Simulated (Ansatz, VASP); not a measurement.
# TaC in VASP and in Ansatz

```
Ta C
1.0
     0.00000    2.23817    2.23817
     2.23817    0.00000    2.23817
     2.23817    2.23817    0.00000
Ta C
1 1
Direct
  0.00000 0.00000 0.00000
  0.50000 0.50000 0.50000
```

Alike in both runs: functional PBE; k mesh 8 × 8 × 8; occupations gaussian, width 0.1 eV; no spin polarisation.

Ansatz relaxed the structure, and its values are those at the end. VASP's run is a single point on that final structure, the one shown.

|  | VASP | Ansatz |
| --- | --- | --- |
| version | VASP 6.6.1 | Ansatz 0.2.0 |
| potentials or method | VASP PAW PBE potentials, release 64 (Ta_pv, C), cutoff 600 eV | scalar-relativistic, plane waves, PAW |
| valence electrons in the cell | 15 | 17 |

Ansatz gave:

| Item | Value |
| --- | --- |
| gap on the k mesh at the Fermi level (eV) | none |
| pressure (GPa) | -0.1 |

Q: Estimate VASP's values.

A: gap on the k mesh at the Fermi level (eV): none; pressure (GPa): 0.4.

A gap of «none» marks a metal or a gap that the smearing closes. VASP's potentials hold 15 valence electrons a cell and Ansatz's 17, so a difference there can come from the potentials and not from the codes.

Neither program's run includes spin-orbit coupling.
